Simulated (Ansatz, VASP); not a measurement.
## One calculation of Si, two programs

File INCAR:

```
  PREC = Accurate
  ENCUT = 520
  EDIFF = 1E-6
  ISMEAR = 0
  SIGMA = 0.02
  LREAL = F
  LASPH = T
  NELM = 80
  ALGO = Normal
  ISIF = 2
  LWAVE = F
  LCHARG = F
  GGA = CA
  NBANDS = 36
```

The input KPOINTS:

```
regular mesh
0
Gamma
  10 10 4
```

POSCAR

```
Si
1.0
    1.9115587848     -5.3476661561      0.0000000000
    1.9115587848      5.3476661561      0.0000000000
    0.0000000000      0.0000000000     12.6538471797
Si
12
Direct
    0.7570405043      0.2429594957      0.9450993343
    0.2429594957      0.7570405043      0.0549006657
    0.7570405043      0.2429594957      0.5549006657
    0.2429594957      0.7570405043      0.4450993343
    0.4286865207      0.5713134793      0.1572242050
    0.5713134793      0.4286865207      0.8427757950
    0.4286865207      0.5713134793      0.3427757950
    0.5713134793      0.4286865207      0.6572242050
    0.9712162890      0.0287837110      0.9093716909
    0.0287837110      0.9712162890      0.0906283091
    0.9712162890      0.0287837110      0.5906283091
    0.0287837110      0.9712162890      0.4093716909
```

Input for Ansatz:

```yaml
crystal:
  lattice:
    - [1.9115587848, -5.3476661561, 0.0]
    - [1.9115587848, 5.3476661561, 0.0]
    - [0.0, 0.0, 12.6538471797]
  atoms:
    - { symbol: Si, position: [0.7570405043, 0.2429594957, 0.9450993343] }
    - { symbol: Si, position: [0.2429594957, 0.7570405043, 0.0549006657] }
    - { symbol: Si, position: [0.7570405043, 0.2429594957, 0.5549006657] }
    - { symbol: Si, position: [0.2429594957, 0.7570405043, 0.4450993343] }
    - { symbol: Si, position: [0.4286865207, 0.5713134793, 0.157224205] }
    - { symbol: Si, position: [0.5713134793, 0.4286865207, 0.842775795] }
    - { symbol: Si, position: [0.4286865207, 0.5713134793, 0.342775795] }
    - { symbol: Si, position: [0.5713134793, 0.4286865207, 0.657224205] }
    - { symbol: Si, position: [0.971216289, 0.028783711, 0.9093716909] }
    - { symbol: Si, position: [0.028783711, 0.971216289, 0.0906283091] }
    - { symbol: Si, position: [0.971216289, 0.028783711, 0.5906283091] }
    - { symbol: Si, position: [0.028783711, 0.971216289, 0.4093716909] }
basis:
  ecutrho_ratio: 12
kpoints:
  mp_grid: { grid: [10, 10, 4] }
hamiltonian:
  xc: lda
  pseudopotentials: { kind: paw, azcp: { folder: soft_1 } }
scf:
  occupations: { method: gaussian, width: 0.02 }
output:
  forces: true
  eigenvalues: true
  stress: true
```

Alike in both runs: task single point; functional LDA; k mesh 10 × 10 × 4; occupations gaussian, width 0.02 eV; no spin polarisation.

```csv
,VASP,Ansatz
version,VASP 6.6.1,Ansatz 0.2.0
potentials or method,"VASP PAW LDA potentials, release 64 (Si)","scalar-relativistic, plane waves, PAW"
plane-wave cutoff (eV),520,420
valence electrons in the cell,48,48
```

|  | VASP | Ansatz | Ansatz less VASP |
| --- | --- | --- | --- |
| gap on the k mesh at the Fermi level (eV) | 0.40 | 0.41 | +0.005 |
| pressure (GPa) | -1.4 | -1.5 | -0.05 |
| rms of the force components (eV/Å) | 0.019 | 0.021 | +0.0017 |

Ansatz warns that its potentials were made for another functional, while VASP's fit it. LDA's correlation is that of Perdew and Zunger in VASP and of Perdew and Wang (1992) in Ansatz. Atom by atom the forces differ by 0.002 eV/Å (rms over components).
